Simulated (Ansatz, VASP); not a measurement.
MnO in VASP and in Ansatz

```
Mn O
1.0
     0.00000    2.22881    2.22881
     2.22881    0.00000    2.22881
     2.22881    2.22881    0.00000
Mn O
1 1
Direct
  0.00000 0.00000 0.00000
  0.50000 0.50000 0.50000
```

Alike in both runs: task single point; functional RPBE; dispersion D4; k mesh 10 × 10 × 10; occupations gaussian, width 0.05 eV; collinear spin; Hubbard terms Mn d U = 3.9 eV.

```csv
,VASP,Ansatz
version,VASP 6.6.1,Ansatz 0.2.0
potentials or method,"VASP PAW PBE potentials, release 64 (Mn_pv, O), cutoff 520 eV","scalar-relativistic, plane waves, PAW"
valence electrons in the cell,19,21
```

Ansatz gave:

- gap on the k mesh at the Fermi level (eV): 0.14
- least direct gap on the mesh (eV): 2.55
- pressure (GPa): 6.1
- net moment per atom (μB): 2.50
- size of the moment on the site where the two differ most (μB): 4.29

Task: Which values does VASP return?

Result: gap on the k mesh at the Fermi level (eV): 0.24; least direct gap on the mesh (eV): 2.66; pressure (GPa): 4.6; net moment per atom (μB): 2.50; size of the moment on the site where the two differ most (μB): 4.63.

VASP's potentials were made for PBE, not for RPBE. Site moments also hang on the region over which each program counts them. The programs project onto different local orbitals, so the same U acts differently, and such runs can settle in different states. VASP's potentials hold 19 valence electrons a cell and Ansatz's 21, so a difference there can come from the potentials and not from the codes. Ansatz's warnings: stability check not made.
